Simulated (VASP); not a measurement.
# TiSi62 (a cell with a defect) in VASP: relaxation of the atoms with PBEsol

Aim: the relaxation of the atoms of TiSi62 (a cell with a defect) with PBEsol.

Everything below comes from runs of VASP 6.6.1. Logs are shortened: lines on timing, memory, paths and dates and some standing lists are left out, and cuts for length are marked.

## Step 1: The cell of the first run

The cell holds a defect, 63 atoms: a = 10.866 Å, b = 10.866 Å, c = 10.866 Å, α = 90.00°, β = 90.00°, γ = 90.00°.

## Step 2: Relaxation of the atoms, PBEsol, collinear spin

Input file INCAR:

```
PREC = Accurate
ENCUT = 450
EDIFF = 1E-7
ISMEAR = -1
SIGMA = 0.05
LREAL = Auto
LASPH = T
NELM = 200
ALGO = Normal
ISIF = 2
LWAVE = F
LCHARG = F
ISPIN = 2
MAGMOM = 0 0 0 0 0 0 0 0 0 0 0 0 0 0 0 0 0 0 0 0 0 0 0 0 0 0 0 0 0 0 0 0 0 0 0 0 0 0 0 0 0 0 0 0 0 0 0 0 0 0 0 0 0 0 0 0 0 0 0 0 0 0 1
LORBIT = 11
LMAXMIX = 4
GGA = PS
IBRION = 2
NSW = 100
EDIFFG = -0.03
NELECT = 261.0
ISYM = -1
GGA_COMPAT = F
NELMIN = 4
KPAR = 1
```

Input file KPOINTS:

```
explicit points
1
Reciprocal
  0.25000000   0.25000000   0.25000000 1
```

Input file POSCAR:

```
TiSi62
1.0
   10.8655790000      0.0000000000      0.0000000000
    0.0000000000     10.8655790000      0.0000000000
    0.0000000000      0.0000000000     10.8655790000
Si Ti
62 1
Direct
    0.0009080000      0.9981200000      0.0038000000
    0.9977840000      0.0025020000      0.5011940000
    0.0015160000      0.5024580000      0.9962320000
    0.9958850000      0.5010370000      0.5003630000
    0.4968770000      0.0035470000      0.0023700000
    0.4958220000      0.9987700000      0.5003630000
    0.4982820000      0.4980980000      0.0017190000
    0.1248400000      0.1242650000      0.1271070000
    0.1250080000      0.1250120000      0.6242390000
    0.1262260000      0.6269960000      0.1262930000
    0.1269810000      0.6218480000      0.6260330000
    0.6262820000      0.1226780000      0.1239520000
    0.6228870000      0.1276150000      0.6251820000
    0.6255070000      0.6260770000      0.1231310000
    0.2511680000      0.2480010000      0.0016590000
    0.2511440000      0.2507810000      0.4994540000
    0.2504290000      0.7504290000      0.9990380000
    0.2486440000      0.7467320000      0.4999590000
    0.7529120000      0.2503640000      0.0000210000
    0.7494190000      0.2523090000      0.4983870000
    0.7516980000      0.7476240000      0.0040780000
    0.7485220000      0.7471270000      0.5012660000
    0.3745870000      0.3728470000      0.1270480000
    0.3746910000      0.3757540000      0.6259940000
    0.3767500000      0.8757860000      0.1269250000
    0.3760840000      0.8764390000      0.6272220000
    0.8785330000      0.3756720000      0.1278990000
    0.8756120000      0.3744100000      0.6240370000
    0.8774210000      0.8762530000      0.1274350000
    0.8742440000      0.8748750000      0.6248000000
    0.2509910000      0.0025770000      0.2508550000
    0.2486370000      0.9961660000      0.7507470000
    0.2503400000      0.5023240000      0.2497300000
    0.2525170000      0.5001050000      0.7499070000
    0.7496430000      0.9955540000      0.2459900000
    0.7495030000      0.9996820000      0.7526280000
    0.7508350000      0.5013120000      0.2519870000
    0.7510080000      0.4996810000      0.7532800000
    0.3731610000      0.1265830000      0.3742150000
    0.3789160000      0.1223940000      0.8777770000
    0.3725840000      0.6266110000      0.3774360000
    0.3730460000      0.6231760000      0.8774040000
    0.8728360000      0.1229960000      0.3768550000
    0.8761650000      0.1221340000      0.8745160000
    0.8745880000      0.6227730000      0.3756730000
    0.8769960000      0.6267170000      0.8746240000
    0.0036850000      0.2501880000      0.2530350000
    0.9971620000      0.2496560000      0.7498970000
    0.0014320000      0.7494840000      0.2495840000
    0.0026230000      0.7488040000      0.7538910000
    0.4969740000      0.2497840000      0.2534390000
    0.4960630000      0.2499270000      0.7527240000
    0.5000250000      0.7546260000      0.2531590000
    0.4991000000      0.7532120000      0.7493640000
    0.1241000000      0.3743620000      0.3748700000
    0.1238570000      0.3765180000      0.8703920000
    0.1263120000      0.8743440000      0.3750200000
    0.1263240000      0.8707170000      0.8750130000
    0.6243630000      0.3765050000      0.3766880000
    0.6243950000      0.3736930000      0.8755810000
    0.6236940000      0.8761420000      0.3745340000
    0.6227030000      0.8748120000      0.8736260000
    0.5003980000      0.5006490000      0.5021710000
```

Potentials or basis: VASP PAW PBE potentials, release 64 (Si, Ti_sv).

On the command line:

```
$ cat potpaw_PBE.64/Si/POTCAR potpaw_PBE.64/Ti_sv/POTCAR > POTCAR
$ mpirun -np 8 vasp_std > vasp.out
```

OUTCAR:

```text
PREC = Accurate
   ENCUT = 450
   EDIFF = 1E-7
   ISMEAR = -1
   LREAL = Auto
   LASPH = T
   NELM = 200
   ISIF = 2
   ISPIN = 2
   LORBIT = 11
   GGA = PS
   IBRION = 2
   NSW = 100
   EDIFFG = -0.03
   NELECT = 261.0
   ISYM = -1
   NELMIN = 4

 ion  position               nearest neighbor table
   1  0.001  0.998  0.004-  29 2.31   8 2.34  44 2.37  58 2.39
   2  0.998  0.003  0.501-  43 2.32   9 2.34  30 2.35  57 2.40
   3  0.002  0.502  0.996-  46 2.32  56 2.35  10 2.38  27 2.39
   4  0.996  0.501  0.500-  45 2.31  28 2.33  11 2.37  55 2.39
   5  0.497  0.004  0.002-  40 2.27  12 2.32  25 2.34  62 2.40
   6  0.496  0.999  0.500-  26 2.32  61 2.36  39 2.36  13 2.39
[... 43 lines left out ...]
  50  0.003  0.749  0.754-  58 2.30  46 2.31  11 2.38  30 2.41
  51  0.497  0.250  0.253-  39 2.31  23 2.33  59 2.37  12 2.42
  52  0.496  0.250  0.753-  40 2.32  24 2.35  60 2.35  13 2.36
  53  0.500  0.755  0.253-  61 2.30  25 2.33  41 2.38  14 2.41
  54  0.499  0.753  0.749-  26 2.31  62 2.32  42 2.41
  55  0.124  0.374  0.375-  47 2.30  16 2.35  33 2.38   4 2.39
  56  0.124  0.377  0.870-  34 2.34   3 2.35  48 2.35  15 2.43
  57  0.126  0.874  0.375-  18 2.35  49 2.35  31 2.37   2 2.40
  58  0.126  0.871  0.875-  50 2.30  17 2.31  32 2.33   1 2.39
  59  0.624  0.377  0.377-  20 2.33  63 2.34  37 2.36  51 2.37
  60  0.624  0.374  0.876-  38 2.35  52 2.35  19 2.36   7 2.36
  61  0.624  0.876  0.375-  53 2.30  35 2.35   6 2.36  22 2.39
  62  0.623  0.875  0.874-  54 2.32  36 2.34   5 2.40  21 2.43
  63  0.500  0.501  0.502-  59 2.34  24 2.35  41 2.37

IMPORTANT INFORMATION: All symmetrisations will be switched off!
NOSYMM: (Re-)initialisation of all symmetry stuff for point group C_1.

----------------------------------------------------------------------------------------

                                     Primitive cell

  volume of cell :    1282.7990

  direct lattice vectors                    reciprocal lattice vectors
    10.865579000  0.000000000  0.000000000     0.092033752  0.000000000  0.000000000
     0.000000000 10.865579000  0.000000000     0.000000000  0.092033752  0.000000000
     0.000000000  0.000000000 10.865579000     0.000000000  0.000000000  0.092033752

  length of vectors
    10.865579000 10.865579000 10.865579000     0.092033752  0.092033752  0.092033752

  position of ions in fractional coordinates (direct lattice)
     0.000908000  0.998120000  0.003800000
     0.997784000  0.002502000  0.501194000
     0.001516000  0.502458000  0.996232000
     0.995885000  0.501037000  0.500363000
     0.496877000  0.003547000  0.002370000
     0.495822000  0.998770000  0.500363000
[... 55 lines left out ...]
     0.622703000  0.874812000  0.873626000
     0.500398000  0.500649000  0.502171000

  ion indices of the primitive-cell ions
   primitive index   ion index
                 1           1
                 2           2
                 3           3
                 4           4
                 5           5
                 6           6
[... 55 lines left out ...]
                62          62
                63          63

----------------------------------------------------------------------------------------

 KPOINTS: explicit points

Read explicit list of k-points.

 Found      1 k-points:

 Following reciprocal coordinates:
            Coordinates               Weight
  0.250000  0.250000  0.250000      1.000000
   k-points           NKPTS =      1   k-points in BZ     NKDIM =      1   number of bands    NBANDS=    168
   number of dos      NEDOS =    301   number of ions     NIONS =     63
   total plane-waves  NPLWV = 512000
   dimension x,y,z NGX =    80 NGY =   80 NGZ =   80
   dimension x,y,z NGXF=   160 NGYF=  160 NGZF=  160
   ions per type =              62   1
   NGX,Y,Z   is equivalent  to a cutoff of  12.24, 12.24, 12.24 a.u.
   NGXF,Y,Z  is equivalent  to a cutoff of  24.48, 24.48, 24.48 a.u.
 SYSTEM =  unknown system
[... 15 lines left out ...]
   ISIF   =      2    stress and relaxation
[... 43 lines left out ...]

  FORCE on cell =-STRESS in cart. coord.  units (eV):
  Direction    XX          YY          ZZ          XY          YZ          ZX
  --------------------------------------------------------------------------------------
  -------------------------------------------------------------------------------------
  Total       11.2414762     11.4024155     11.5555108     -8.5632056    -11.3491619     -8.2126930
  in kB       14.0402651     14.2412734     14.4324848    -10.6951858    -14.1747612    -10.2574060
  external PRESSURE =      14.2380077 kB  Pullay stress =       0.0000000 kB
[... 272 lines left out ...]
  FREE ENERGIE OF THE ION-ELECTRON SYSTEM (eV)
  ---------------------------------------------------
  free  energy   TOTEN  =      -353.8363987943 eV

  energy  without entropy=     -353.6990429250  energy(sigma->0) =     -353.76772086

[... ionic steps 4 to 32 ...]

--------------------------------------- Ionic step       33  -------------------------------------------

 number of electron     261.0000003 magnetization       0.0000000

 number of electron     261.0000003 magnetization      -0.0000000
[... 195 lines left out ...]
 number of electron     261.0000003 magnetization      -0.0000000

 number of electron     261.0000003 magnetization       0.0000000

 Free energy of the ion-electron system (eV)
  ---------------------------------------------------
  ext. energy  EPLUGINS =         0.00000000
  ---------------------------------------------------
  free energy    TOTEN  =      -355.66845883 eV

  energy without entropy =     -355.57249709  energy(sigma->0) =     -355.62047796

 E-fermi :   5.6157     XC(G=0):  -9.5430

 val. band max:        5.6005375440   @ k =   0.2500   0.2500   0.2500
 cond. band min:       6.0330243460   @ k =   0.2500   0.2500   0.2500
 fundamental gap:      0.4324868020
 Fermi energy:         5.6156930804

 spin component 1

 k-point     1 :       0.2500    0.2500    0.2500
  band No.  band energies     occupation
      1     -51.1247      1.00000
      2     -27.6229      1.00000
      3     -27.4621      1.00000
      4     -27.3644      1.00000
      5      -6.0219      1.00000
      6      -5.5151      1.00000
[... 134 lines left out ...]
    141       7.2423      0.00000
    142       7.2964      0.00000
 Fermi energy:         5.6156930804

 spin component 2

 k-point     1 :       0.2500    0.2500    0.2500
  band No.  band energies     occupation
      1     -51.1247      1.00000
      2     -27.6229      1.00000
      3     -27.4621      1.00000
      4     -27.3644      1.00000
      5      -6.0219      1.00000
      6      -5.5151      1.00000
[... 134 lines left out ...]
    141       7.2423      0.00000
    142       7.2964      0.00000
 [bands above 142 left out]

------------------------ aborting loop because EDIFF is reached ----------------------------------------

  FORCE on cell =-STRESS in cart. coord.  units (eV):
  Direction    XX          YY          ZZ          XY          YZ          ZX
  --------------------------------------------------------------------------------------
  -------------------------------------------------------------------------------------
  Total       -6.4051201     -5.3899758     -4.8487055     -8.8829079    -10.0600457     -9.1418396
  in kB       -7.9998020     -6.7319173     -6.0558870    -11.0944843    -12.5646940    -11.4178822
  external PRESSURE =      -6.9292021 kB  Pullay stress =       0.0000000 kB
[... 78 lines left out ...]
  FREE ENERGIE OF THE ION-ELECTRON SYSTEM (eV)
  ---------------------------------------------------
  free  energy   TOTEN  =      -355.6684588282 eV

  energy  without entropy=     -355.5724970865  energy(sigma->0) =     -355.62047796

 reached required accuracy - stopping structural energy minimisation

 total charge

# of ion       s       p       d       tot
------------------------------------------
    1        0.754   0.937   0.000   1.691
    2        0.754   0.922   0.000   1.676
    3        0.754   0.911   0.000   1.665
    4        0.754   0.931   0.000   1.685
    5        0.754   0.914   0.000   1.669
    6        0.754   0.932   0.000   1.686
[... 55 lines left out ...]
   62        0.754   0.910   0.000   1.664
   63        2.160   6.104   1.883  10.146
--------------------------------------------------
tot         49.123  63.121   1.883 114.127

 magnetization (x)

# of ion       s       p       d       tot
------------------------------------------
    1        0.000   0.000   0.000   0.000
    2        0.000  -0.000   0.000  -0.000
    3        0.000   0.000   0.000   0.000
    4        0.000  -0.000   0.000  -0.000
    5        0.000   0.000   0.000   0.000
    6        0.000   0.000   0.000   0.000
[... 55 lines left out ...]
   62        0.000   0.000   0.000   0.000
   63        0.000  -0.000  -0.000  -0.000
--------------------------------------------------
tot          0.000  -0.000  -0.000  -0.000
```

Wall time 45 min (8 MPI ranks of Intel Xeon Platinum 8488C (Sapphire Rapids), shared host); peak memory 0.39 GiB.

What came out:

```
Free energy                                           : -355.6685 eV
Energy gained by relaxing                             : 44.2 meV/atom
Ionic steps                                           : 35
Largest force after relaxing                          : 0.023 eV/Å
Net moment                                            : 0.00 μB per cell
Valence electrons inside the program's atomic spheres : Si 1.69, 1.68, 1.67, 1.65, 1.62, 1.66 (each value once); Ti 10.15
```

Forces on the atoms (eV/Å):
```
Si   0.000 -0.006  0.004
Si  -0.014 -0.014 -0.005
Si   0.003  0.000  0.003
Si   0.004  0.004  0.013
Si  -0.002  0.003  0.001
Si   0.004  0.004  0.010
Si   0.002 -0.002  0.004
Si  -0.012 -0.005  0.001
Si  -0.009 -0.015  0.000
Si  -0.011  0.018 -0.009
Si  -0.002 -0.005  0.004
Si   0.008  0.004 -0.003
Si  -0.003  0.002 -0.003
Si   0.010  0.007  0.000
Si  -0.001 -0.003 -0.008
Si  -0.007  0.001  0.003
Si  -0.009  0.014  0.005
Si   0.000 -0.003  0.002
Si   0.010 -0.007  0.001
Si  -0.004 -0.006 -0.002
Si   0.003  0.005  0.005
Si  -0.010  0.000 -0.003
Si   0.007 -0.012  0.004
Si  -0.015 -0.002 -0.015
Si   0.000  0.002 -0.003
Si  -0.001 -0.003 -0.007
Si  -0.001  0.006 -0.003
Si   0.006 -0.014  0.001
Si   0.000 -0.005 -0.003
Si  -0.008 -0.004 -0.002
Si   0.010 -0.007  0.003
Si   0.003 -0.003  0.001
Si  -0.010 -0.005 -0.008
Si  -0.001  0.008  0.006
Si   0.010 -0.004 -0.006
Si   0.010  0.012  0.004
Si  -0.005 -0.001  0.001
Si   0.005 -0.006  0.000
Si   0.008  0.006  0.003
Si   0.006  0.001 -0.007
Si  -0.004 -0.008 -0.016
Si  -0.005  0.006  0.002
Si   0.008 -0.006 -0.011
Si   0.008  0.004  0.008
Si  -0.006  0.010  0.005
Si   0.005  0.009  0.007
Si   0.002  0.006  0.000
Si   0.000 -0.007  0.011
Si  -0.009  0.014  0.006
Si   0.008  0.008 -0.005
Si   0.002 -0.003 -0.001
Si   0.004  0.001 -0.005
Si   0.007  0.012 -0.010
Si   0.004 -0.002  0.007
Si  -0.006  0.002 -0.002
Si  -0.007 -0.001 -0.003
Si   0.003 -0.008 -0.004
Si  -0.006  0.008  0.005
Si  -0.004 -0.009  0.000
Si   0.005  0.000 -0.003
Si  -0.001  0.008 -0.005
Si   0.006 -0.008  0.004
Ti   0.005 -0.001  0.017
```

The path:
| step | energy change (eV) | largest force (eV/Å) | pressure (GPa) |
| --- | --- | --- | --- |
| 1 | 0.0000 | 2.5904 | 1.42 |
| 2 | -0.9212 | 1.6748 | 1.09 |
| 3 | -0.9512 | 1.4943 | 1.06 |
| 4 | -1.2040 | 1.2018 | 0.91 |
| 5 | -1.4689 | 0.8189 | 0.55 |
| 6 | -1.6589 | 0.8001 | 0.41 |
| 7 | -2.0517 | 0.7159 | 0.00 |
| 8 | -1.1312 | 3.1356 | -0.24 |
| 9 | -2.0963 | 0.6790 | -0.09 |
| 10 | -2.1115 | 0.6359 | -0.17 |
| 11 | -2.2757 | 0.4912 | -0.28 |
| 12 | -2.3225 | 0.6221 | -0.35 |
| 13 | -2.4233 | 0.3599 | -0.38 |
| 14 | -2.4667 | 0.3263 | -0.40 |
| 15 | -2.5065 | 0.2940 | -0.40 |
| 16 | -2.5113 | 0.3930 | -0.41 |
| 17 | -2.5413 | 0.4408 | -0.41 |
| 18 | -2.5650 | 0.4927 | -0.43 |
| 19 | -2.5836 | 0.4870 | -0.43 |
| 20 | -2.6277 | 0.4238 | -0.44 |
| 21 | -2.6127 | 0.5528 | -0.47 |
| 22 | -2.6415 | 0.4654 | -0.45 |
| 23 | -2.6767 | 0.2970 | -0.46 |
| 24 | -2.7047 | 0.2776 | -0.48 |
| 25 | -2.7279 | 0.2294 | -0.51 |
| 26 | -2.7365 | 0.2265 | -0.54 |
| 27 | -2.7562 | 0.1435 | -0.58 |
| 28 | -2.7624 | 0.1057 | -0.62 |
| 29 | -2.7719 | 0.0955 | -0.64 |
| 30 | -2.7731 | 0.0934 | -0.66 |
| 31 | -2.7790 | 0.0544 | -0.67 |
| 32 | -2.7795 | 0.0548 | -0.68 |
| 33 | -2.7820 | 0.0360 | -0.69 |
| 34 | -2.7820 | 0.0368 | -0.69 |
| 35 | -2.7832 | 0.0228 | -0.69 |

Final structure:
```xyz
63
Lattice="10.8656 0.0000 0.0000 0.0000 10.8656 0.0000 0.0000 0.0000 10.8656" Properties=species:S:1:pos:R:3 pbc="T T T"
Si   10.8494   10.8468    0.0008
Si    0.0456    0.0256    5.4416
Si   10.7742    5.4272   10.8004
Si   10.8345    5.4203    5.4461
Si    5.4305   10.8143   10.8429
Si    5.4243   10.8404    5.4495
Si    5.4108    5.4035   10.8617
Si    1.3484    1.3442    1.3599
Si    1.4382    1.4272    6.7843
Si    1.3021    6.7661    1.3403
Si    1.3661    6.7662    6.7883
Si    6.7683    1.3468    1.3791
Si    6.7823    1.3526    6.8002
Si    6.7707    6.7599    1.3639
Si    2.7084    2.7041    0.0104
Si    2.8804    2.8845    5.5383
Si    2.6977    8.1403    0.0193
Si    2.7339    8.1074    5.4055
Si    8.1382    2.7053    0.0136
Si    8.1402    2.6999    5.4172
Si    8.1151    8.0886   10.8106
Si    8.0691    8.0678    5.5895
Si    4.0690    4.0582    1.3864
Si    4.4095    4.3817    6.7605
Si    4.0656    9.4914    1.3829
Si    4.0966    9.4379    6.8039
Si    9.4889    4.0647    1.3800
Si    9.4508    4.0768    6.8047
Si    9.4691    9.4668    1.3210
Si    9.5193    9.5037    6.7774
Si    2.7242    0.0200    2.7382
Si    2.7115   10.8330    8.1461
Si    2.7001    5.4359    2.7335
Si    2.7457    5.4034    8.1371
Si    8.1346   10.8243    2.7199
Si    8.1221   10.8246    8.1509
Si    8.0980    5.4067    2.7710
Si    7.8104    5.4510    7.8671
Si    4.0727    1.3904    4.1235
Si    4.0614    1.3361    9.5024
Si    4.1421    6.6461    4.1685
Si    4.0575    6.7880    9.5128
Si    9.5034    1.3306    4.0644
Si    9.4874    1.3332    9.5056
Si    9.4551    6.8024    4.1159
Si    9.3375    6.6801    9.3384
Si    0.0103    2.7118    2.7335
Si   10.8477    2.7103    8.1468
Si   10.8301    8.1408    2.7228
Si   10.8275    8.0980    8.1475
Si    5.4624    2.7665    2.8010
Si    5.4059    2.7276    8.1458
Si    5.4080    8.0921    2.7584
Si    5.4795    7.8858    7.9827
Si    1.3778    4.0617    4.1184
Si    1.3490    4.0635    9.5009
Si    1.3594    9.4913    4.0633
Si    1.3291    9.4762    9.5019
Si    6.7037    4.1905    4.2815
Si    6.7920    4.0604    9.4926
Si    6.7951    9.4505    4.1202
Si    6.7201    9.3862    9.4081
Ti    6.1438    6.3305    5.8367
```

Levels at points of the mesh, in eV from the Fermi level:
Spin up:
```
           k point  band 129  band 130  band 131  band 132  band 133  band 134
(0.25, 0.25, 0.25)     -0.36     -0.13     -0.02      0.42      0.53      0.72
```
Spin down:
```csv
k point,band 128,band 129,band 130,band 131,band 132,band 133,band 134,band 135
"(0.25, 0.25, 0.25)",-0.38,-0.36,-0.13,-0.02,0.42,0.53,0.72,0.99
```

Caveat: the cell carries a net charge on a neutralising background, which shifts energy and pressure; the cell is charged against a uniform background, so pressure and absolute levels hang on convention; the PAW data sets were made with another functional, which shifts forces and pressure a little.
